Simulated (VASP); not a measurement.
A run of VASP 6.6.1 is set up as follows.

Contents of INCAR:

```
ALGO = Normal ; EDIFF = 1E-6
ENCUT = 500 ; GGA = PE
GGA_COMPAT = F ; ISIF = 2
ISMEAR = 0 ; LASPH = T
LCHARG = F ; LREAL = F
LWAVE = F ; NBANDS = 20
NELM = 120 ; PREC = Accurate
SIGMA = 0.02
```

KPOINTS

```
k-points
0
Gamma
  9 9 2
```

Contents of POSCAR:

```
WSe2
1.0
    3.2271588206      0.0000000000      0.0000000000
   -1.6135794103      2.7948015206      0.0000000000
    0.0000000000      0.0000000000     16.4522477797
W Se
1 2
Direct
    0.0000000000      0.0000000000      0.0000000000
    0.3333333300      0.6666666700      0.1041978577
    0.3333333300      0.6666666700      0.8958021423
```

Potentials or basis: VASP PAW PBE potentials, release 64 (W_sv, Se).

Run with:

```console
$ cat potpaw_PBE.64/W_sv/POTCAR potpaw_PBE.64/Se/POTCAR > POTCAR
$ mpirun -np 1 vasp_std > vasp.out
```

Problem. Estimate the band gap on the k mesh.

Solution. 1.61 eV (least direct gap 1.94 eV).

Problem. What does it give for the largest force?

Solution. 0.039 eV/Å.

Forces on the atoms (eV/Å):
```
W    0.000  0.000  0.000
Se   0.000  0.000  0.039
Se   0.000  0.000 -0.039
```

Caveat: the cell differs from its parent crystal (strained and its atoms moved); there is no dipole correction, which matters where the two faces differ; spin-orbit coupling is left out, which moves the levels of the heavy elements.
